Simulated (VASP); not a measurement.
# Ru in VASP: notebook

The runs below take Ru through single point, with PBE.

All numbers are computed with VASP 6.6.1; they aren't measurements. Logs are shortened: lines on timing, memory, paths and dates and some standing lists are left out, and cuts for length are marked.

### 1 The cell of the first run

The cell holds a slab with vacuum, 7 atoms: a = 2.706 Å, b = 2.706 Å, c = 29.846 Å, α = 90.00°, β = 90.00°, γ = 120.00°.

### 2 Single point, PBE

File INCAR:

```
SYSTEM = Ru
PREC = Accurate
ENCUT = 520
EDIFF = 1E-6
ISMEAR = 0
SIGMA = 0.1
LREAL = .False.
LASPH = .True.
NELM = 60
ALGO = Normal
ISIF = 2
LWAVE = .False.
LCHARG = .False.
LDIPOL = .True.
IDIPOL = 3
DIPOL = 0.5 0.5 0.501
GGA = PE
NBANDS = 58
```

File KPOINTS:

```
regular mesh
0
Gamma
  12 12 1
  0 0 0
```

File POSCAR:

```
Ru
1.0
    2.7057993315      0.0000000029      0.0000000000
   -1.3528996683      2.3432909572      0.0000000000
    0.0000000000      0.0000000000     29.8456997849
Ru
7
Direct
    0.6666666667      0.3333333333      0.2847981472
    0.3333333333      0.6666666667      0.3565320912
    0.6666666667      0.3333333333      0.4282660456
    0.3333333333      0.6666666667      0.5008932287
    0.6666666667      0.3333333333      0.5736890467
    0.3333333333      0.6666666667      0.6456667400
    0.6666666667      0.3333333333      0.7151703410
```

Potentials or basis: VASP PAW PBE potentials, release 64 (Ru_pv).

Started as:

```
$ cat potpaw_PBE.64/Ru_pv/POTCAR > POTCAR
$ mpirun -np 1 vasp_std > vasp.out
```

OUTCAR:

```text
SYSTEM = Ru
   PREC = Accurate
   ENCUT = 520
   EDIFF = 1E-6
   ISMEAR = 0
   LREAL = .False.
   LASPH = .True.
   NELM = 60
   ISIF = 2
   GGA = PE

 ion  position               nearest neighbor table
   1  0.667  0.333  0.285-   2 2.65   2 2.65   2 2.65
   2  0.333  0.667  0.357-   1 2.65   1 2.65   1 2.65   3 2.65   3 2.65   3 2.65
   3  0.667  0.333  0.428-   2 2.65   2 2.65   2 2.65   4 2.67   4 2.67   4 2.67
   4  0.333  0.667  0.501-   3 2.67   3 2.67   3 2.67   5 2.68   5 2.68   5 2.68
   5  0.667  0.333  0.574-   6 2.66   6 2.66   6 2.66   4 2.68   4 2.68   4 2.68
   6  0.333  0.667  0.646-   7 2.60   7 2.60   7 2.60   5 2.66   5 2.66   5 2.66
   7  0.667  0.333  0.715-   6 2.60   6 2.60   6 2.60

  LATTYP: Found a hexagonal cell.
 ALAT       =     2.7057993315
 C/A-ratio  =    11.0302709582

  Lattice vectors:

 A1 = (   2.7057993315,   0.0000000029,   0.0000000000)
 A2 = (  -1.3528996683,   2.3432909572,   0.0000000000)
 A3 = (   0.0000000000,   0.0000000000,  29.8456997849)

Analysis of symmetry for initial positions (statically):
=====================================================================
 Subroutine PRICEL returns:
 Original cell was already a primitive cell.

 Routine SETGRP: Setting up the symmetry group for a
 hexagonal supercell.

 Subroutine GETGRP returns: Found  6 space group operations
 (whereof  6 operations were pure point group operations)
 out of a pool of 24 trial point group operations.

The static configuration has the point symmetry C_3v.

Analysis of symmetry for dynamics (positions and initial velocities):
=====================================================================
 Subroutine PRICEL returns:
 Original cell was already a primitive cell.

 Routine SETGRP: Setting up the symmetry group for a
 hexagonal supercell.

 Subroutine GETGRP returns: Found  6 space group operations
 (whereof  6 operations were pure point group operations)
 out of a pool of 24 trial point group operations.

The dynamic configuration has the point symmetry C_3v.

 Subroutine INISYM returns: Found  6 space group operations
 (whereof  6 operations are pure point group operations),
 and found     1 'primitive' translations

----------------------------------------------------------------------------------------

                                     Primitive cell

  volume of cell :     189.2359

  direct lattice vectors                    reciprocal lattice vectors
     2.705799332  0.000000003  0.000000000     0.369576556  0.213375125  0.000000000
    -1.352899668  2.343290957  0.000000000    -0.000000000  0.426750249  0.000000000
     0.000000000  0.000000000 29.845699785     0.000000000  0.000000000  0.033505664

  length of vectors
     2.705799332  2.705799332 29.845699785     0.426750249  0.426750249  0.033505664

  position of ions in fractional coordinates (direct lattice)
     0.666666667  0.333333333  0.284798147
     0.333333333  0.666666667  0.356532091
     0.666666667  0.333333333  0.428266046
     0.333333333  0.666666667  0.500893229
     0.666666667  0.333333333  0.573689047
     0.333333333  0.666666667  0.645666740
     0.666666667  0.333333333  0.715170341

  ion indices of the primitive-cell ions
   primitive index   ion index
                 1           1
                 2           2
                 3           3
                 4           4
                 5           5
                 6           6
                 7           7

----------------------------------------------------------------------------------------

 KPOINTS: regular mesh

Automatic generation of k-mesh.
 Grid dimensions read from file:
 generate k-points for:   12   12    1

 Generating k-lattice:

  Cartesian coordinates                     Fractional coordinates (reciprocal lattice)
     0.030798046  0.017781260  0.000000000     0.083333333 -0.000000000  0.000000000
    -0.000000000  0.035562521  0.000000000     0.000000000  0.083333333  0.000000000
     0.000000000  0.000000000  0.033505664     0.000000000  0.000000000  1.000000000

  Length of vectors
     0.035562521  0.035562521  0.033505664

  Shift w.r.t. Gamma in fractional coordinates (k-lattice)
     0.000000000  0.000000000  0.000000000

 Subroutine IBZKPT returns following result:
 ===========================================

 Found     19 irreducible k-points:

 Following reciprocal coordinates:
            Coordinates               Weight
  0.000000  0.000000  0.000000      1.000000
  0.083333  0.000000  0.000000      6.000000
  0.166667  0.000000  0.000000      6.000000
  0.250000  0.000000  0.000000      6.000000
  0.333333  0.000000  0.000000      6.000000
  0.416667  0.000000  0.000000      6.000000
[... 11 lines left out ...]
  0.333333  0.250000  0.000000     12.000000
  0.333333  0.333333  0.000000      2.000000
   k-points           NKPTS =     19   k-points in BZ     NKDIM =     19   number of bands    NBANDS=     58
   number of dos      NEDOS =    301   number of ions     NIONS =      7
   total plane-waves  NPLWV =  89600
   dimension x,y,z NGX =    20 NGY =   20 NGZ =  224
   dimension x,y,z NGXF=    40 NGYF=   40 NGZF=  448
   ions per type =               7
   NGX,Y,Z   is equivalent  to a cutoff of  12.29, 12.29, 12.48 a.u.
   NGXF,Y,Z  is equivalent  to a cutoff of  24.58, 24.58, 24.95 a.u.
 SYSTEM =  Ru
   PREC   = accura    normal or accurate (medium, high low for compatibility)
   ISTART =      0    job   : 0-new  1-cont  2-samecut
   ICHARG =      2    charge: 1-file 2-atom 10-const
   ISPIN  =      1    spin polarized calculation?
   LNONCOLLINEAR =      F non collinear calculations
   LSORBIT =      F    spin-orbit coupling
   LASPH  =      T    aspherical Exc in radial PAW
   ENCUT  =  520.0 eV  38.22 Ry    6.18 a.u.   5.03  5.03 55.49*2*pi/ulx,y,z
   NELM   =     60;   NELMIN=  2; NELMDL= -5     # of ELM steps
   EDIFF  = 0.1E-05   stopping-criterion for ELM
   LREAL  =      F    real-space projection
   EDIFFG = 0.1E-04   stopping-criterion for IOM
   NSW    =      0    number of steps for IOM
   IBRION =     -1    ionic relax: 0-MD 1-quasi-New 2-CG
   NFREE  =      0    steps in history (QN), initial steepest desc. (CG)
   ISIF   =      2    stress and relaxation
   ISYM   =      2    0-nonsym 1-usesym 2-fastsym
   POTIM  = 0.5000    time-step for ionic-motion
   TEBEG  =    0.0;   TEEND  =   0.0 temperature during run
   PSTRESS=    0.0 pullay stress
   NELECT =      98.0000    total number of electrons
   NUPDOWN=      -1.0000    fix difference up-down
   EMIN   =  10.00;   EMAX   =-10.00  energy-range for DOS
   EFERMI =   0.00;   METHOD = LEGACY
   ISMEAR =     0;   SIGMA  =   0.10  broadening in eV -4-tet -1-fermi 0-gaus
   EFERMI_NEDOS =   21; number of points for ismear=-14 and -15
   IALGO  =     38    algorithm
   IMIX   =      4    mixing-type and parameters
     AMIX     =   0.40;   BMIX     =  1.00
     AMIX_MAG =   1.60;   BMIX_MAG =  1.00
  volume/ion in A,a.u.               =      27.03       182.43
  Fermi-wavevector in a.u.,A,eV,Ry     =   1.314667  2.484360 23.515610  1.728349
  Thomas-Fermi vector in A             =   2.444904
   LORBIT       =      0    0 simple, 1 ext, 2 COOP (PROOUT), +10 PAW based schemes
   GGA     = PE    functional components
   LHFCALC =     F    Hartree Fock is set to
   AEXX    =    0.0000 exact exchange contribution
   IVDW    =     0    specifies the selected vdW correction
   LEPSILON=     F    determine dielectric tensor
   LRPA    =     F    only Hartree local field effects (RPA)
 non-spin polarized calculation
 Gauss-broadening in eV      SIGMA  =   0.10
  energy-cutoff  :      520.00
  volume of cell :      189.24
 maximum number of plane-waves:      5145
 NGX is ok and might be reduce to    20
   NGX =  9   NGY =  9   NGZ =111

 dipolmoment           0.000000      0.000000      0.000685 electrons x Angstroem

 number of electron      98.0000020 magnetization

 dipolmoment           0.000000      0.000000     -0.002127 electrons x Angstroem

 Free energy of the ion-electron system (eV)
  ---------------------------------------------------
  ext. energy  EPLUGINS =         0.00000000
  ---------------------------------------------------
  free energy    TOTEN  =       -62.56802579 eV

  energy without entropy =      -62.53615932  energy(sigma->0) =      -62.55209255

 E-fermi :   3.9509     XC(G=0):  -7.8403

 val. band max:        3.9210572092   @ k =   0.0833   0.0000   0.0000
 cond. band min:       3.9658289980   @ k =   0.5000   0.0000   0.0000
 fundamental gap:      0.0447717889
 Fermi energy:         3.9508906461

 k-point     1 :       0.0000    0.0000    0.0000
  band No.  band energies     occupation
      1     -39.6665      2.00000
      2     -39.5786      2.00000
      3     -39.2973      2.00000
      4     -39.0215      2.00000
      5     -38.8791      2.00000
      6     -38.8791      2.00000
[... 50 lines left out ...]
     57       4.6682      0.00000
     58       4.9472      0.00000

 k-point     2 :       0.0833    0.0000    0.0000
  band No.  band energies     occupation
      1     -39.6468      2.00000
      2     -39.5634      2.00000
      3     -39.2953      2.00000
      4     -39.0467      2.00000
      5     -38.9246      2.00000
      6     -38.8927      2.00000
[... 50 lines left out ...]
     57       4.5123      0.00000
     58       4.8410      0.00000

 k-point     3 :       0.1667    0.0000    0.0000
  band No.  band energies     occupation
      1     -39.5923      2.00000
      2     -39.5227      2.00000
      3     -39.3033      2.00000
      4     -39.1478      2.00000
      5     -39.0486      2.00000
      6     -38.9622      2.00000
[... 911 lines left out ...]
      3     -39.4645      2.00000
      4     -39.4348      2.00000
      5     -39.3688      2.00000
      6     -39.3204      2.00000
[... 50 lines left out ...]
     57       9.4980      0.00000
     58       9.8263      0.00000

 k-point    19 :       0.3333    0.3333    0.0000
  band No.  band energies     occupation
      1     -39.5047      2.00000
      2     -39.4474      2.00000
      3     -39.4403      2.00000
      4     -39.4377      2.00000
      5     -39.3907      2.00000
      6     -39.3852      2.00000
[... 50 lines left out ...]
     57      11.2423      0.00000
     58      11.3150      0.00000

------------------------ aborting loop because EDIFF is reached ----------------------------------------

 vacuum level on the upper side and lower side of the slab       (xc-potential included)        -0.056        -0.151

  FORCE on cell =-STRESS in cart. coord.  units (eV):
  Direction    XX          YY          ZZ          XY          YZ          ZX
  --------------------------------------------------------------------------------------
  -------------------------------------------------------------------------------------
  Total       -1.2156866     -1.2156866     -1.3993827      0.0000000      0.0000000      0.0000000
  in kB      -10.2926843    -10.2926843    -11.8479586      0.0000000      0.0000000      0.0000000
  external PRESSURE =     -10.8111090 kB  Pullay stress =       0.0000000 kB

 VOLUME and BASIS-vectors are now :
 -----------------------------------------------------------------------------
  energy-cutoff  :      520.00
  volume of cell :      189.24
      direct lattice vectors                 reciprocal lattice vectors
     2.705799332  0.000000003  0.000000000     0.369576556  0.213375125  0.000000000
    -1.352899668  2.343290957  0.000000000    -0.000000000  0.426750249  0.000000000
     0.000000000  0.000000000 29.845699785     0.000000000  0.000000000  0.033505664

 POSITION                                       TOTAL-FORCE (eV/Angst)
 -----------------------------------------------------------------------------------
      1.35290      0.78110      8.50000         0.000000     -0.000000      0.599879
     -0.00000      1.56219     10.64095         0.000000     -0.000000     -0.567285
      1.35290      0.78110     12.78190        -0.000000      0.000000     -0.035889
     -0.00000      1.56219     14.94951         0.000000      0.000000      0.004212
      1.35290      0.78110     17.12215        -0.000000      0.000000     -0.005221
     -0.00000      1.56219     19.27038         0.000000      0.000000     -0.032979
      1.35290      0.78110     21.34476         0.000000     -0.000000      0.037283
 -----------------------------------------------------------------------------------
    total drift:                               -0.000000      0.000000      0.002279

  FREE ENERGIE OF THE ION-ELECTRON SYSTEM (eV)
  ---------------------------------------------------
  free  energy   TOTEN  =       -62.5680257857 eV

  energy  without entropy=      -62.5361593150  energy(sigma->0) =      -62.55209255

 vacuum level on the upper side and lower side of the slab         8.745         8.782
```

It took 7.5 min on 1 thread of Intel Xeon Platinum 8488C (Sapphire Rapids), shared host; peak memory 0.33 GiB.

Results:

```yaml
Free_energy: -62.5680 eV
Largest_force: 0.600 eV/Å
Band_gap_on_the_k_mesh: zero (band 49 reaches 5.37 eV, above the bottom of band 50 at 2.81 eV)
```

Forces in eV/Å, atoms in the order of the input:
```
Ru   0.000  0.000  0.600
Ru   0.000  0.000 -0.567
Ru   0.000  0.000 -0.036
Ru   0.000  0.000  0.004
Ru   0.000  0.000 -0.005
Ru   0.000  0.000 -0.033
Ru   0.000  0.000  0.037
```

### 3 Single point, PBE

File INCAR:

```
  ALGO = Normal
  DIPOL = 0.5 0.5 0.501
  EDIFF = 1E-7
  ENCUT = 520
  GGA = PE
  IDIPOL = 3
  ISIF = 2
  ISMEAR = 0
  LASPH = True
  LCHARG = False
  LDIPOL = True
  LREAL = False
  LWAVE = False
  NBANDS = 58
  NELM = 80
  PREC = Accurate
  SIGMA = 0.1
```

File KPOINTS:

```
k-points
0
Gamma
  21 21 1
```

File POSCAR:

```
Ru
1.0
    2.7057993300      0.0000000000      0.0000000000
   -1.3528996700      2.3432909600      0.0000000000
    0.0000000000      0.0000000000     29.8456997849
Ru
7
Direct
    0.6666666675      0.3333333338      0.2847981472
    0.3333333338      0.6666666663      0.3565320912
    0.6666666675      0.3333333338      0.4282660456
    0.3333333338      0.6666666663      0.5008932287
    0.6666666675      0.3333333338      0.5736890467
    0.3333333338      0.6666666663      0.6456667400
    0.6666666675      0.3333333338      0.7151703410
```

Potentials or basis: VASP PAW PBE potentials, release 64 (Ru_pv).

Started as:

```
$ cat potpaw_PBE.64/Ru_pv/POTCAR > POTCAR
$ mpirun -np 1 vasp_std > vasp.out
```

It took 18 min on 1 thread of Intel Xeon Platinum 8488C (Sapphire Rapids), shared host; peak memory 0.52 GiB.

Results (log left out):

| Item | Value |
| --- | --- |
| Free energy | -62.5379 eV |
| Largest force | 0.627 eV/Å |
| Band gap on the k mesh | zero (band 49 reaches 5.38 eV, above the bottom of band 50 at 2.82 eV) |

Forces in eV/Å, atoms in the order of the input:
```
Ru   0.000  0.000  0.627
Ru   0.000  0.000 -0.622
Ru   0.000  0.000  0.030
Ru   0.000  0.000  0.006
Ru   0.000  0.000 -0.070
Ru   0.000  0.000  0.049
Ru   0.000  0.000 -0.020
```

Levels at points of the mesh, in eV from the Fermi level:
```
           k point  band 46  band 47  band 48  band 49  band 50  band 51
(0.00, 0.00, 0.00)    -1.90    -1.66    -1.09    -1.09    -0.62    -0.62
```
